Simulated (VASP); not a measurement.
Set up this calculation in VASP 6.6.1, as the native input.

```
Task                   : single point
Functional             : LDA
Potentials or basis    : VASP PAW LDA potentials, release 64 (S, Pt)
Cutoff                 : 400 eV
k mesh                 : 12 × 12 × 1
Occupations            : gaussian, width 0.03 eV
Spin                   : no spin polarisation
Dipole correction      : yes
Further INCAR settings : ALGO = Normal; EDIFF = 1e-06; NBANDS = 18; NELMDL = -8
```

The structure of PtS2 lies in POSCAR:

```
PtS2
1.0
    3.5131120369      0.0000000000      0.0000000000
   -1.7565560184      3.0424442703      0.0000000000
    0.0000000000      0.0000000000     28.7200000024
S Pt
2 1
Direct
    0.3333333333      0.6666666667      0.2443480923
    0.6666666667      0.3333333333      0.3287716848
    0.0000000000      0.0000000000      0.2865598886
```

One way to write it, as run:

INCAR

```
ALGO = Normal ; DIPOL = 0.5 0.5 0.287
EDIFF = 1E-6 ; ENCUT = 400
GGA = CA ; GGA_COMPAT = False
IDIPOL = 3 ; ISIF = 2
ISMEAR = 0 ; LASPH = True
LCHARG = False ; LDIPOL = True
LREAL = False ; LWAVE = False
NBANDS = 18 ; NELM = 120
NELMDL = -8 ; PREC = Accurate
SIGMA = 0.03
```

KPOINTS

```
k-points
0
Gamma
  12 12 1
```

Potentials or basis: VASP PAW LDA potentials, release 64 (S, Pt).

Launch:

```bash
$ cat potpaw_LDA.64/S/POTCAR potpaw_LDA.64/Pt/POTCAR > POTCAR
$ mpirun -np 1 vasp_std > vasp.out
```

It gave:

* Band gap on the k mesh: 1.77 eV (least direct gap 1.94 eV)

Caveat: spin-orbit coupling is left out, which moves the levels of the heavy elements.

It took 36 s on 1 thread of Intel(R) Xeon(R) 6975P-C (Granite Rapids), on a shared host, peak memory 0.28 GiB.
